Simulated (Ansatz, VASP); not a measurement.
## Two plane-wave programs on Ti11SnO24

Contents of INCAR:

```
SYSTEM = Ti11SnO24
PREC     = Accurate       ! precision mode
ENCUT    = 520            ! plane-wave cutoff, eV
EDIFF    = 1E-8           ! SCF threshold, eV
ISMEAR   = -1             ! smearing method
SIGMA    = 0.01           ! smearing width, eV
LREAL    = Auto         
LASPH    = .True.         ! aspherical terms in the spheres
NELM     = 100            ! most SCF steps
ALGO     = Normal         ! electronic algorithm
ISIF     = 2              ! what is computed and relaxed
LWAVE    = .False.        ! write WAVECAR
LCHARG   = .False.        ! write CHGCAR
GGA      = PE             ! functional
LEFG     = .True.       
NBANDS   = 169            ! bands
```

File KPOINTS:

```
regular mesh
0
Gamma
  3 3 2
  0 0 0
```

POSCAR

```
Ti11SnO24
1.0
    4.5922000000      4.5922000000      0.0000000000
   -4.5922000000      4.5922000000      0.0000000000
    0.0000000000      0.0000000000      8.8722000000
Sn Ti O
1 11 24
Direct
    0.0000000000      0.0000000000      0.0000000000
    0.0000000000      0.0000000000      0.3333333333
    0.0000000000      0.0000000000      0.6666666667
    0.5000000000      0.5000000000      0.0000000000
    0.5000000000      0.5000000000      0.3333333333
    0.5000000000      0.5000000000      0.6666666667
    0.5000000000      0.0000000000      0.1666666667
    0.5000000000      0.0000000000      0.5000000000
    0.5000000000      0.0000000000      0.8333333333
    0.0000000000      0.5000000000      0.1666666667
    0.0000000000      0.5000000000      0.5000000000
    0.0000000000      0.5000000000      0.8333333333
    0.3049600000      0.0000000000      0.0000000000
    0.3049600000      0.0000000000      0.3333333333
    0.3049600000      0.0000000000      0.6666666667
    0.8049600000      0.5000000000      0.0000000000
    0.8049600000      0.5000000000      0.3333333333
    0.8049600000      0.5000000000      0.6666666667
    0.5000000000      0.3049600000      0.1666666667
    0.5000000000      0.3049600000      0.5000000000
    0.5000000000      0.3049600000      0.8333333333
    0.0000000000      0.8049600000      0.1666666667
    0.0000000000      0.8049600000      0.5000000000
    0.0000000000      0.8049600000      0.8333333333
    0.6950400000      0.0000000000      0.0000000000
    0.6950400000      0.0000000000      0.3333333333
    0.6950400000      0.0000000000      0.6666666667
    0.1950400000      0.5000000000      0.0000000000
    0.1950400000      0.5000000000      0.3333333333
    0.1950400000      0.5000000000      0.6666666667
    0.5000000000      0.6950400000      0.1666666667
    0.5000000000      0.6950400000      0.5000000000
    0.5000000000      0.6950400000      0.8333333333
    0.0000000000      0.1950400000      0.1666666667
    0.0000000000      0.1950400000      0.5000000000
    0.0000000000      0.1950400000      0.8333333333
```

Input for Ansatz:

```yaml
crystal:
  lattice:
    - [4.5922, 4.5922, 0.0]
    - [-4.5922, 4.5922, 0.0]
    - [0.0, 0.0, 8.8722]
  atoms:
    - { symbol: Sn, position: [0.0, 0.0, 0.0] }
    - { symbol: Ti, position: [0.0, 0.0, 0.3333333333] }
    - { symbol: Ti, position: [0.0, 0.0, 0.6666666667] }
    - { symbol: Ti, position: [0.5, 0.5, 0.0] }
    - { symbol: Ti, position: [0.5, 0.5, 0.3333333333] }
    - { symbol: Ti, position: [0.5, 0.5, 0.6666666667] }
    - { symbol: Ti, position: [0.5, 0.0, 0.1666666667] }
    - { symbol: Ti, position: [0.5, 0.0, 0.5] }
    - { symbol: Ti, position: [0.5, 0.0, 0.8333333333] }
    - { symbol: Ti, position: [0.0, 0.5, 0.1666666667] }
    - { symbol: Ti, position: [0.0, 0.5, 0.5] }
    - { symbol: Ti, position: [0.0, 0.5, 0.8333333333] }
    - { symbol: O, position: [0.30496, 0.0, 0.0] }
    - { symbol: O, position: [0.30496, 0.0, 0.3333333333] }
    - { symbol: O, position: [0.30496, 0.0, 0.6666666667] }
    - { symbol: O, position: [0.80496, 0.5, 0.0] }
    - { symbol: O, position: [0.80496, 0.5, 0.3333333333] }
    - { symbol: O, position: [0.80496, 0.5, 0.6666666667] }
    - { symbol: O, position: [0.5, 0.30496, 0.1666666667] }
    - { symbol: O, position: [0.5, 0.30496, 0.5] }
    - { symbol: O, position: [0.5, 0.30496, 0.8333333333] }
    - { symbol: O, position: [0.0, 0.80496, 0.1666666667] }
    - { symbol: O, position: [0.0, 0.80496, 0.5] }
    - { symbol: O, position: [0.0, 0.80496, 0.8333333333] }
    - { symbol: O, position: [0.69504, 0.0, 0.0] }
    - { symbol: O, position: [0.69504, 0.0, 0.3333333333] }
    - { symbol: O, position: [0.69504, 0.0, 0.6666666667] }
    - { symbol: O, position: [0.19504, 0.5, 0.0] }
    - { symbol: O, position: [0.19504, 0.5, 0.3333333333] }
    - { symbol: O, position: [0.19504, 0.5, 0.6666666667] }
    - { symbol: O, position: [0.5, 0.69504, 0.1666666667] }
    - { symbol: O, position: [0.5, 0.69504, 0.5] }
    - { symbol: O, position: [0.5, 0.69504, 0.8333333333] }
    - { symbol: O, position: [0.0, 0.19504, 0.1666666667] }
    - { symbol: O, position: [0.0, 0.19504, 0.5] }
    - { symbol: O, position: [0.0, 0.19504, 0.8333333333] }
kpoints:
  mp_grid: { grid: [3, 3, 2] }
scf:
  occupations: { method: fermi_dirac, width: 0.01 }
hamiltonian:
  xc: pbe
  pseudopotentials: { kind: paw }
output:
  forces: true
  stress: true
  populations: true
  efg:
    quadrupole_moments_barn: { Sn: -0.132, Ti: 0.247, O: -0.02558 }
    contact_densities: true
```

Alike in both runs: task electric field gradients; functional PBE; k mesh 3 × 3 × 2; occupations fermi-dirac, width 0.01 eV; no spin polarisation.

|  | VASP | Ansatz |
| --- | --- | --- |
| version | VASP 6.6.1 | Ansatz 0.2.0 |
| potentials or method | VASP PAW PBE potentials, release 64 (Sn_d, Ti_sv, O) | plane-wave PAW, scalar-relativistic |
| plane-wave cutoff (eV) | 520 | 420 |
| valence electrons in the cell | 290 | 290 |

|  | VASP | Ansatz | Ansatz less VASP |
| --- | --- | --- | --- |
| gap on the k mesh at the Fermi level (eV) | 1.88 | 1.91 | +0.027 |
| pressure (GPa) | 10.5 | 9.8 | -0.69 |
| traceless stress, the component that is largest in VASP (GPa) | 1.40 | 1.20 | -0.193 |
| rms of the force components (eV/Å) | 0.558 | 0.551 | -0.0067 |
| size of Vzz on the site where it differs most (V/Å²) | 66.2 | 56.5 | -9.73 |

Atom by atom the forces differ by 0.014 eV/Å (rms over components). One of these differences is far larger than is usual between the two programs; its cause wasn't traced.
